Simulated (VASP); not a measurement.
# Ta3N (P-3m1) in VASP: further runs, part 2 of 2

VASP 6.6.1. The steps go on from the part before.

## Step 6: Single point, LDA (volume scaled by 1.04)

The input, INCAR:

```
PREC     = Accurate       # precision mode
ENCUT    = 520            # plane-wave cutoff, eV
EDIFF    = 1E-6           # SCF threshold, eV
ISMEAR   = -1             # smearing method
SIGMA    = 0.05           # smearing width, eV
LREAL    = False          # projectors in reciprocal space
LASPH    = True           # aspherical terms in the spheres
NELM     = 80             # most SCF steps
ALGO     = Normal         # electronic algorithm
ISIF     = 2              # what is computed and relaxed
LWAVE    = False          # write WAVECAR
LCHARG   = True           # write CHGCAR
LELF     = True           # ELF
LVHAR    = True         
NBANDS   = 27             # bands
```

The input, KPOINTS:

```
regular mesh
0
Gamma
  10 10 4
```

The input, POSCAR:

```
Ta3N
1.0
    3.0721262478      0.0000000000      0.0000000000
   -1.5360631240      2.6605393743      0.0000000000
    0.0000000000      0.0000000000      7.6231501572
Ta N
3 1
Direct
    0.6666666667      0.3333333333      0.8260700000
    0.3333333333      0.6666666667      0.1739300000
    0.0000000000      0.0000000000      0.5000000000
    0.0000000000      0.0000000000      0.0000000000
```

Potentials or basis: VASP PAW LDA potentials, release 64 (Ta_pv, N).

On the command line:

```bash
> cat potpaw_LDA.64/Ta_pv/POTCAR potpaw_LDA.64/N/POTCAR > POTCAR
> mpirun -np 1 vasp_std > vasp.out
```

OUTCAR:

```text
PREC = Accurate
   ENCUT = 520
   EDIFF = 1E-6
   ISMEAR = -1
   LREAL = False
   LASPH = True
   NELM = 80
   ISIF = 2

 ion  position               nearest neighbor table
   1  0.667  0.333  0.826-   4 2.21   4 2.21   4 2.21   3 3.05   3 3.05   3 3.05   2 3.19   2 3.19
                             2 3.19
   2  0.333  0.667  0.174-   4 2.21   4 2.21   4 2.21   3 3.05   3 3.05   3 3.05   1 3.19   1 3.19
                             1 3.19
   3  0.000  0.000  0.500-   1 3.05   2 3.05   1 3.05   2 3.05   1 3.05   2 3.05
   4  0.000  0.000  0.000-   1 2.21   2 2.21   1 2.21   2 2.21   1 2.21   2 2.21

  LATTYP: Found a hexagonal cell.
 ALAT       =     3.0721262478
[... 920 lines left out ...]
  -------------------------------------------------------------------------------------
  Total       -7.9754574     -7.9754574     -7.8239590      0.0000000      0.0000000      0.0000000
  in kB     -205.0798355   -205.0798355   -201.1842244      0.0000000      0.0000000      0.0000000
  external PRESSURE =    -203.7812985 kB  Pullay stress =       0.0000000 kB

 VOLUME and BASIS-vectors are now :
 -----------------------------------------------------------------------------
  energy-cutoff  :      520.00
  volume of cell :       62.31
      direct lattice vectors                 reciprocal lattice vectors
     3.072126248  0.000000000  0.000000000     0.325507456  0.187931817  0.000000000
    -1.536063124  2.660539374  0.000000000     0.000000000  0.375863635  0.000000000
     0.000000000  0.000000000  7.623150157     0.000000000  0.000000000  0.131179365

 POSITION                                       TOTAL-FORCE (eV/Angst)
 -----------------------------------------------------------------------------------
      1.53606      0.88685      6.29726         0.000000      0.000000      0.701728
     -0.00000      1.77369      1.32589        -0.000000     -0.000000     -0.701728
      0.00000      0.00000      3.81158        -0.000000      0.000000      0.000000
      0.00000      0.00000      0.00000        -0.000000      0.000000      0.000000
 -----------------------------------------------------------------------------------
    total drift:                                0.000000     -0.000000      0.000000

  FREE ENERGIE OF THE ION-ELECTRON SYSTEM (eV)
  ---------------------------------------------------
  free  energy   TOTEN  =       -49.4782525707 eV

  energy  without entropy=      -49.4519849732  energy(sigma->0) =      -49.46511877
```

OSZICAR:

```text
N       E                     dE             d eps       ncg     rms          rms(c)
DAV:   1     0.331272872788E+03    0.33127E+03   -0.21132E+04  2700   0.146E+03
DAV:   2    -0.378140095788E+02   -0.36909E+03   -0.36049E+03  3107   0.418E+02
DAV:   3    -0.533513527550E+02   -0.15537E+02   -0.15247E+02  3486   0.786E+01
DAV:   4    -0.536001140011E+02   -0.24876E+00   -0.24553E+00  3437   0.943E+00
DAV:   5    -0.536035665318E+02   -0.34525E-02   -0.34439E-02  3527   0.996E-01    0.267E+01
DAV:   6    -0.500574703087E+02    0.35461E+01   -0.17232E+01  3267   0.231E+01    0.122E+01
DAV:   7    -0.495696201946E+02    0.48785E+00   -0.22742E+00  3299   0.830E+00    0.554E+00
DAV:   8    -0.495029380553E+02    0.66682E-01   -0.57054E-01  3609   0.423E+00    0.995E-01
DAV:   9    -0.494834903966E+02    0.19448E-01   -0.25853E-01  3460   0.272E+00    0.553E-01
DAV:  10    -0.494789086575E+02    0.45817E-02   -0.33295E-02  3584   0.858E-01    0.218E-01
DAV:  11    -0.494782967326E+02    0.61192E-03   -0.38484E-03  3562   0.361E-01    0.609E-02
DAV:  12    -0.494782524255E+02    0.44307E-04   -0.29624E-04  3449   0.100E-01    0.246E-02
DAV:  13    -0.494782527473E+02   -0.32184E-06   -0.23605E-05  3361   0.262E-02    0.832E-03
DAV:  14    -0.494782525707E+02    0.17666E-06   -0.12502E-06  1974   0.790E-03
   1 F= -.49478253E+02 E0= -.49465119E+02  d E =-.262676E-01
```

Run time: 1.7 min. Hardware: 1 thread of Intel Xeon Platinum 8259CL at 2.50GHz (Skylake/Cascade Lake), shared host; peak memory 0.2 GiB.

Results:

| Property | Result |
| --- | --- |
| Free energy | -49.4783 eV |
| Pressure | -20.4 GPa |
| Largest force | 0.702 eV/Å |
| Band gap on the k mesh | zero (band 19 reaches 6.54 eV, above the bottom of band 20 at 5.91 eV) |

Forces in eV/Å, atoms in the order of the input:
```
Ta   0.000  0.000  0.702
Ta   0.000  0.000 -0.702
Ta   0.000  0.000  0.000
N    0.000  0.000  0.000
```

Stress tensor (GPa, compression positive):
```
-20.51   0.00   0.00
  0.00 -20.51   0.00
  0.00   0.00 -20.12
```

Caveat: spin-orbit coupling is left out, which moves the levels of the heavy elements.

## Step 7: Overview

| task | level | potentials or basis | cell | k mesh | gap on the mesh (eV) | pressure (GPa) | largest force (eV/Å) |
| --- | --- | --- | --- | --- | --- | --- | --- |
| relaxation of the atoms | PBEsol | VASP PAW PBE potentials, release 64 (Ta_pv, N) | atoms relaxed from a = 3.032, b = 3.032, c = 7.825 Å, angles 90.0, 90.0, 120.0°, 4 atoms | 8 × 8 × 3 | none | -15.5 | - |
| single point | LDA | VASP PAW LDA potentials, release 64 (Ta_pv, N) | a = 2.970, b = 2.970, c = 7.371 Å, angles 90.0, 90.0, 120.0°, 4 atoms | 10 × 10 × 4 | none | 3.7 | 0.05 |
| single point | LDA | VASP PAW LDA potentials, release 64 (Ta_pv, N) | a = 3.012, b = 3.012, c = 7.474 Å, angles 90.0, 90.0, 120.0°, 4 atoms | 10 × 10 × 4 | none | -7.5 | 0.35 |
| single point | LDA | VASP PAW LDA potentials, release 64 (Ta_pv, N) | a = 3.032, b = 3.032, c = 7.524 Å, angles 90.0, 90.0, 120.0°, 4 atoms | 10 × 10 × 4 | none | -12.3 | 0.48 |
| single point | LDA | VASP PAW LDA potentials, release 64 (Ta_pv, N) | a = 3.072, b = 3.072, c = 7.623 Å, angles 90.0, 90.0, 120.0°, 4 atoms | 10 × 10 × 4 | none | -20.4 | 0.70 |

Alike in all rows: no spin polarisation; cutoff (eV) 520; smearing fermi-dirac 0.05 eV.

Caveats: spin-orbit coupling is left out, which moves the levels of the heavy elements; the PAW data sets were made with another functional, which shifts forces and pressure a little (some runs).

Absolute energies hang on the potentials; compare differences alone.
